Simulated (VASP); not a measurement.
# Ni (Fm-3m) in VASP: a series of runs, part 2 of 2

VASP 6.6.1. Earlier steps stand in the parts before.

## Step 6: Single point, LDA, collinear spin, ferromagnetic start

INCAR reads:

```
  PREC = Accurate
  ENCUT = 520
  EDIFF = 1E-6
  ISMEAR = 0
  SIGMA = 0.1
  LREAL = F
  LASPH = T
  NELM = 150
  ALGO = Normal
  ISIF = 2
  LWAVE = F
  LCHARG = F
  ISPIN = 2
  MAGMOM = 1.45
  LORBIT = 11
  NUPDOWN = 1.45
  LMAXMIX = 4
  NBANDS = 15
```

KPOINTS reads:

```
regular mesh
0
Gamma
  12 12 12
```

POSCAR reads:

```
Ni
1.0
    0.0000000000      1.7584000000      1.7584000000
    1.7584000000      0.0000000000      1.7584000000
    1.7584000000      1.7584000000      0.0000000000
Ni
1
Direct
    0.0000000000      0.0000000000      0.0000000000
```

Potentials or basis: VASP PAW LDA potentials, release 64 (Ni).

Started as:

```console
cat potpaw_LDA.64/Ni/POTCAR > POTCAR
mpirun -np 1 vasp_std > vasp.out
```

OUTCAR:

```text
PREC = Accurate
   ENCUT = 520
   EDIFF = 1E-6
   ISMEAR = 0
   LREAL = F
   LASPH = T
   NELM = 150
   ISIF = 2
   ISPIN = 2
   LORBIT = 11
   NUPDOWN = 1.45

 ion  position               nearest neighbor table
   1  0.000  0.000  0.000-

  LATTYP: Found a face centered cubic cell.
 ALAT       =     3.5168000000

  Lattice vectors:

 A1 = (   0.0000000000,   1.7584000000,   1.7584000000)
 A2 = (   1.7584000000,   0.0000000000,   1.7584000000)
 A3 = (   1.7584000000,   1.7584000000,   0.0000000000)

Analysis of symmetry for initial positions (statically):
=====================================================================
 Subroutine PRICEL returns:
 Original cell was already a primitive cell.

 Routine SETGRP: Setting up the symmetry group for a
 face centered cubic supercell.

 Subroutine GETGRP returns: Found 48 space group operations
 (whereof 48 operations were pure point group operations)
 out of a pool of 48 trial point group operations.

The static configuration has the point symmetry O_h .

Analysis of symmetry for dynamics (positions and initial velocities):
=====================================================================
 Subroutine PRICEL returns:
 Original cell was already a primitive cell.

 Routine SETGRP: Setting up the symmetry group for a
 face centered cubic supercell.

 Subroutine GETGRP returns: Found 48 space group operations
 (whereof 48 operations were pure point group operations)
 out of a pool of 48 trial point group operations.

The dynamic configuration has the point symmetry O_h .

Analysis of structural, dynamic, and magnetic symmetry:
=====================================================================
 Subroutine PRICEL returns:
 Original cell was already a primitive cell.

 Routine SETGRP: Setting up the symmetry group for a
 face centered cubic supercell.

 Subroutine GETGRP returns: Found 48 space group operations
 (whereof 48 operations were pure point group operations)
 out of a pool of 48 trial point group operations.

The overall configuration has the point symmetry O_h .

 Subroutine INISYM returns: Found 48 space group operations
 (whereof 48 operations are pure point group operations),
 and found     1 'primitive' translations

----------------------------------------------------------------------------------------

                                     Primitive cell

  volume of cell :      10.8738

  direct lattice vectors                    reciprocal lattice vectors
     0.000000000  1.758400000  1.758400000    -0.284349409  0.284349409  0.284349409
     1.758400000  0.000000000  1.758400000     0.284349409 -0.284349409  0.284349409
     1.758400000  1.758400000  0.000000000     0.284349409  0.284349409 -0.284349409

  length of vectors
     2.486753128  2.486753128  2.486753128     0.492507623  0.492507623  0.492507623

  position of ions in fractional coordinates (direct lattice)
     0.000000000  0.000000000  0.000000000

  ion indices of the primitive-cell ions
   primitive index   ion index
                 1           1

----------------------------------------------------------------------------------------

 KPOINTS: regular mesh

Automatic generation of k-mesh.
 Grid dimensions read from file:
 generate k-points for:   12   12   12

 Generating k-lattice:

  Cartesian coordinates                     Fractional coordinates (reciprocal lattice)
    -0.023695784  0.023695784  0.023695784     0.083333333  0.000000000  0.000000000
[... 72 lines left out ...]
   EMIN   =  10.00;   EMAX   =-10.00  energy-range for DOS
   EFERMI =   0.00;   METHOD = LEGACY
   ISMEAR =     0;   SIGMA  =   0.10  broadening in eV -4-tet -1-fermi 0-gaus
   EFERMI_NEDOS =   21; number of points for ismear=-14 and -15
   IALGO  =     38    algorithm
   IMIX   =      4    mixing-type and parameters
     AMIX     =   0.40;   BMIX     =  1.00
     AMIX_MAG =   1.60;   BMIX_MAG =  1.00
  volume/ion in A,a.u.               =      10.87        73.38
  Fermi-wavevector in a.u.,A,eV,Ry     =   1.592015  3.008472 34.484126  2.534512
  Thomas-Fermi vector in A             =   2.690466
   LORBIT       =     11    0 simple, 1 ext, 2 COOP (PROOUT), +10 PAW based schemes
   GGA     = CA    functional components
   LHFCALC =     F    Hartree Fock is set to
   AEXX    =    0.0000 exact exchange contribution
   IVDW    =     0    specifies the selected vdW correction
   LEPSILON=     F    determine dielectric tensor
   LRPA    =     F    only Hartree local field effects (RPA)
 spin polarized calculation
 Gauss-broadening in eV      SIGMA  =   0.10
  energy-cutoff  :      520.00
  volume of cell :       10.87
 maximum number of plane-waves:       304
   NGX =  9   NGY =  9   NGZ =  9

 number of electron      10.0000013 magnetization       1.4500003

 Free energy of the ion-electron system (eV)
  ---------------------------------------------------
  ext. energy  EPLUGINS =         0.00000000
  ---------------------------------------------------
  free energy    TOTEN  =        -5.95364315 eV

  energy without entropy =       -5.94478960  energy(sigma->0) =       -5.94921638

 E-fermi :   8.6121     XC(G=0): -13.6596

 val. band max:       11.2955096673   @ k =   0.5000   0.5000   0.0000
 cond. band min:       8.6171909020   @ k =   0.4167   0.3333   0.0833
 fundamental gap:     -2.6783187653
 Fermi energy:        11.6317486437

 spin component 1

 k-point     1 :       0.0000    0.0000    0.0000
  band No.  band energies     occupation
      1      -0.1307      1.00000
      2       5.9565      1.00000
      3       5.9565      1.00000
      4       5.9565      1.00000
      5       7.0439      1.00000
      6       7.0439      1.00000
      7      32.6872      0.00000
      8      36.3865      0.00000
      9      36.3865      0.00000
     10      36.3865      0.00000
     11      39.2367      0.00000
     12      39.2367      0.00000
     13      39.2367      0.00000
     14      42.6179      0.00000
[... 403 lines left out ...]
      4       6.3148      1.00000
      5       7.5857      1.00000
      6      10.8495      1.00000
      7      14.7980      0.00000
      8      25.5239      0.00000
      9      30.2357      0.00000
     10      31.5822      0.00000
     11      40.6446      0.00000
     12      41.2289      0.00000
     13      48.0179      0.00000
     14      50.5805      0.00000
     15      51.9638      0.00000

 [... further k-points ...]

 spin component 2

 k-point     1 :       0.0000    0.0000    0.0000
  band No.  band energies     occupation
      1       0.2774      1.00000
      2       7.2207      1.00000
      3       7.2207      1.00000
      4       7.2207      1.00000
      5       8.3011      0.99999
      6       8.3011      0.99999
      7      33.0216      0.00000
      8      36.8185      0.00000
      9      36.8185      0.00000
     10      36.8185      0.00000
     11      39.8317      0.00000
     12      39.8317      0.00000
     13      39.8317      0.00000
     14      42.9577      0.00000
[... 403 lines left out ...]
      4       7.5383      1.00000
      5       8.9303      0.00000
      6      11.6459      0.00000
      7      15.6152      0.00000
      8      26.0756      0.00000
      9      30.7671      0.00000
     10      32.0414      0.00000
     11      41.1604      0.00000
     12      41.6929      0.00000
     13      48.6326      0.00000
     14      51.3205      0.00000
     15      52.4887      0.00000

 [... further k-points ...]

------------------------ aborting loop because EDIFF is reached ----------------------------------------

  FORCE on cell =-STRESS in cart. coord.  units (eV):
  Direction    XX          YY          ZZ          XY          YZ          ZX
  --------------------------------------------------------------------------------------
  -------------------------------------------------------------------------------------
  Total       -0.3894233     -0.3894233     -0.3894233      0.0000000      0.0000000     -0.0000000
  in kB      -57.3785390    -57.3785390    -57.3785390      0.0000000      0.0000000     -0.0000000
  external PRESSURE =     -57.3785390 kB  Pullay stress =       0.0000000 kB

 VOLUME and BASIS-vectors are now :
 -----------------------------------------------------------------------------
  energy-cutoff  :      520.00
  volume of cell :       10.87
      direct lattice vectors                 reciprocal lattice vectors
     0.000000000  1.758400000  1.758400000    -0.284349409  0.284349409  0.284349409
     1.758400000  0.000000000  1.758400000     0.284349409 -0.284349409  0.284349409
     1.758400000  1.758400000  0.000000000     0.284349409  0.284349409 -0.284349409

 POSITION                                       TOTAL-FORCE (eV/Angst)
 -----------------------------------------------------------------------------------
      0.00000      0.00000      0.00000        -0.000000      0.000000      0.000000
 -----------------------------------------------------------------------------------
    total drift:                                0.000000      0.000000      0.000000

  FREE ENERGIE OF THE ION-ELECTRON SYSTEM (eV)
  ---------------------------------------------------
  free  energy   TOTEN  =        -5.9536431492 eV

  energy  without entropy=       -5.9447896010  energy(sigma->0) =       -5.94921638

 total charge

# of ion       s       p       d       tot
------------------------------------------
    1        0.529   0.576   8.182   9.287

 magnetization (x)

# of ion       s       p       d       tot
------------------------------------------
    1        0.038   0.099   1.256   1.393
```

OSZICAR:

```text
N       E                     dE             d eps       ncg     rms          rms(c)
DAV:   1     0.327080461116E+02    0.32708E+02   -0.42156E+03  4620   0.860E+02
DAV:   2    -0.593476755080E+01   -0.38643E+02   -0.35559E+02  4859   0.163E+02
DAV:   3    -0.737095191997E+01   -0.14362E+01   -0.14237E+01  5363   0.308E+01
DAV:   4    -0.737979480402E+01   -0.88429E-02   -0.88412E-02  5258   0.230E+00
DAV:   5    -0.737990551109E+01   -0.11071E-03   -0.11071E-03  5412   0.233E-01    0.116E+01
DAV:   6    -0.622522121947E+01    0.11547E+01   -0.14324E+01  6231   0.468E+01    0.682E+00
DAV:   7    -0.597757272520E+01    0.24765E+00   -0.15030E+00  5421   0.146E+01    0.277E+00
DAV:   8    -0.596189429134E+01    0.15678E-01   -0.12118E-02  5164   0.813E-01    0.148E+00
DAV:   9    -0.595460617093E+01    0.72881E-02   -0.32798E-03  7060   0.394E-01    0.298E-01
DAV:  10    -0.595374448533E+01    0.86169E-03   -0.11995E-03  7075   0.243E-01    0.588E-02
DAV:  11    -0.595364113875E+01    0.10335E-03   -0.11559E-04  7332   0.668E-02    0.346E-02
DAV:  12    -0.595364339476E+01   -0.22560E-05   -0.31423E-06  4952   0.140E-02    0.919E-03
DAV:  13    -0.595364314918E+01    0.24558E-06   -0.35080E-07  3819   0.584E-03
   1 F= -.59536431E+01 E0= -.59492164E+01  d E =-.885355E-02  mag=     1.4500
```

stdout:

```text
POSCAR found type information on POSCAR Ni
 POSCAR found :  1 types and       1 ions
 scaLAPACK will be used
 LDA part: xc-table for (Slater(with rela. corr.)+CA(PZ))
 , standard interpolation
 POSCAR, INCAR and KPOINTS ok, starting setup
 FFT: planning ... GRIDC
 FFT: planning ... GRID_SOFT
 FFT: planning ... GRID
 WAVECAR not read
 entering main loop
```

Wall time 30 s (1 thread of Intel Xeon 8259CL, shared host); peak memory 0.13 GiB.

What came out:

| Quantity | Value |
| --- | --- |
| Free energy | -5.9536 eV |
| Pressure | -5.7 GPa |
| Net moment | 1.45 μB per cell |
| Site moments | Ni +1.39 μB |
| Valence electrons inside the program's atomic spheres | Ni 9.29 |

Caveat: the cell stands under tension; the total moment is fixed, so each spin has its own Fermi level.

## Step 7: Summary

| spin | fixed moment (μB) | pressure (GPa) | moment (μB) |
| --- | --- | --- | --- |
| collinear, zero start | 0.0 | -17.9 | 0.00 |
| collinear, ferromagnetic start | - | -16.9 | 0.58 |
| collinear, ferromagnetic start | 0.48 | -17.3 | 0.48 |
| collinear, ferromagnetic start | 0.97 | -13.9 | 0.97 |
| collinear, ferromagnetic start | 1.45 | -5.7 | 1.45 |

Alike in all rows: task single point; level LDA; potentials or basis VASP PAW LDA potentials, release 64 (Ni); cell as given; k mesh 12 × 12 × 12; cutoff (eV) 520; smearing gaussian 0.1 eV.

Caveats: the cell stands under tension; the total moment is fixed, so each spin has its own Fermi level (at least some runs).

Total energies depend on the potentials used, so only differences within one code and one set of settings carry meaning.
